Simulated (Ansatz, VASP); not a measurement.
**SnO2: VASP beside Ansatz**

```
CELL_PARAMETERS angstrom
6.71553 0.04951 -0.25132
0.04951 6.94124 -0.08962
-0.25132 -0.08962 7.03880
ATOMIC_POSITIONS crystal
Sn 0.48168 0.58474 0.55279
Sn 0.17510 0.31182 0.82705
Sn 0.67766 0.13461 0.69715
Sn 0.44838 0.71086 0.03968
Sn 0.99710 0.91701 0.40563
Sn 0.47949 0.15666 0.23277
Sn 0.01526 0.39842 0.29144
Sn 0.90020 0.74262 0.90722
O 0.48268 0.98887 0.48111
O 0.16397 0.44851 0.51085
O 0.40775 0.68617 0.31153
O 0.36744 0.97187 0.02416
O 0.82947 0.81196 0.58011
O 0.28284 0.95301 0.57314
O 0.96863 0.68918 0.24165
O 0.74869 0.22330 0.41440
O 0.57068 0.72883 0.81664
O 0.98156 0.14367 0.69122
O 0.48120 0.32465 0.75793
O 0.10923 0.12849 0.21227
O 0.85680 0.95604 0.05974
O 0.19498 0.62884 0.87019
O 0.91710 0.40435 0.98316
O 0.37472 0.41738 0.06451
```

Alike in both runs: task single point; functional PBE; k mesh 3 × 3 × 3; occupations fermi-dirac, width 0.1861 eV; no spin polarisation.

|  | VASP | Ansatz |
| --- | --- | --- |
| version | VASP 6.6.1 | Ansatz 0.2.0 |
| potentials or method | VASP PAW PBE potentials, release 64 (Sn_d, O), cutoff 520 eV | scalar-relativistic, plane waves, PAW |
| valence electrons in the cell | 208 | 208 |

|  | VASP | Ansatz | Ansatz less VASP |
| --- | --- | --- | --- |
| gap on the k mesh at the Fermi level (eV) | 0.39 | 0.39 | +0.003 |
| least direct gap on the mesh (eV) | 0.46 | 0.46 | +0.003 |
| rms of the force components (eV/Å) | 1.909 | 1.903 | -0.0057 |

Atom by atom the forces differ by 0.032 eV/Å (rms over components). With one functional, cell and mesh, what is left measures potentials, basis and numerics.
